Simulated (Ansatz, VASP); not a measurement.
**Two plane-wave programs on WBr4F2**

File INCAR:

```
PREC = Accurate ; ENCUT = 600
EDIFF = 1E-7 ; ISMEAR = 0
SIGMA = 0.15 ; LREAL = F
LASPH = T ; NELM = 80
ALGO = Normal ; ISIF = 3
LWAVE = F ; LCHARG = F
GGA = PE ; IBRION = 2
NSW = 36 ; EDIFFG = -0.08
```

File KPOINTS:

```
regular mesh
0
Gamma
  3 3 3
```

File POSCAR:

```
WBr4F2
1.0
   -3.5000000000      3.5000000000      3.4600000000
    3.5000000000     -3.5000000000      3.4600000000
    3.5000000000      3.5000000000     -3.4600000000
W Br F
1 4 2
Direct
    0.0000000000      0.0000000000      0.0000000000
    0.2475000000      0.7525000000      0.0000000000
    0.7525000000      0.2475000000      0.0000000000
    0.7525000000      0.7525000000      0.5050000000
    0.2475000000      0.2475000000      0.4950000000
    0.7330000000      0.7330000000      0.0000000000
    0.2670000000      0.2670000000      0.0000000000
```

Input for Ansatz:

```yaml
crystal:
  lattice:
    - [-3.5, 3.5, 3.46]
    - [3.5, -3.5, 3.46]
    - [3.5, 3.5, -3.46]
  atoms:
    - { symbol: W, position: [0.0, 0.0, 0.0] }
    - { symbol: Br, position: [0.2475, 0.7525, 0.0] }
    - { symbol: Br, position: [0.7525, 0.2475, 0.0] }
    - { symbol: Br, position: [0.7525, 0.7525, 0.505] }
    - { symbol: Br, position: [0.2475, 0.2475, 0.495] }
    - { symbol: F, position: [0.733, 0.733, 0.0] }
    - { symbol: F, position: [0.267, 0.267, 0.0] }
basis:
  ecutwfc: 420
kpoints:
  mp_grid: { grid: [3, 3, 3] }
hamiltonian:
  xc: pbe
scf:
  occupations: { method: gaussian, width: 0.15 }
  lower_state_search: "off"
output:
  forces: true
  stress: true
  eigenvalues: true
relax:
  adjacent_minimum: "off"
  f_tol: 0.08
  max_steps: 16
  cell: { stress_tol: 0.8 }
```

Alike in both runs: task relaxation of cell and atoms; functional PBE; k mesh 3 × 3 × 3; occupations gaussian, width 0.15 eV; no spin polarisation.

|  | VASP | Ansatz |
| --- | --- | --- |
| version | VASP 6.6.1 | Ansatz 0.2.0 |
| potentials or method | VASP PAW PBE potentials, release 64 (W_sv, Br, F), cutoff 600 eV | scalar-relativistic, plane waves, PAW |
| valence electrons in the cell | 56 | 56 |

|  | VASP | Ansatz | Ansatz less VASP |
| --- | --- | --- | --- |
| gap on the k mesh at the Fermi level, each at its own relaxed structure (eV) | 0.86 | 0.83 | -0.024 |
| relaxed volume (Å³/atom) | 33.75 | 33.64 | -0.107 |
| relaxed length of the cell vector where the two differ most in proportion (Å) | 6.746 | 6.741 | -0.0057 |

The k mesh is coarse, so the values compare programs but aren't converged. Neither program's run includes spin-orbit coupling. Noted on VASP's run: the volume moved by over 15 % at a fixed basis, so the end points are rough.
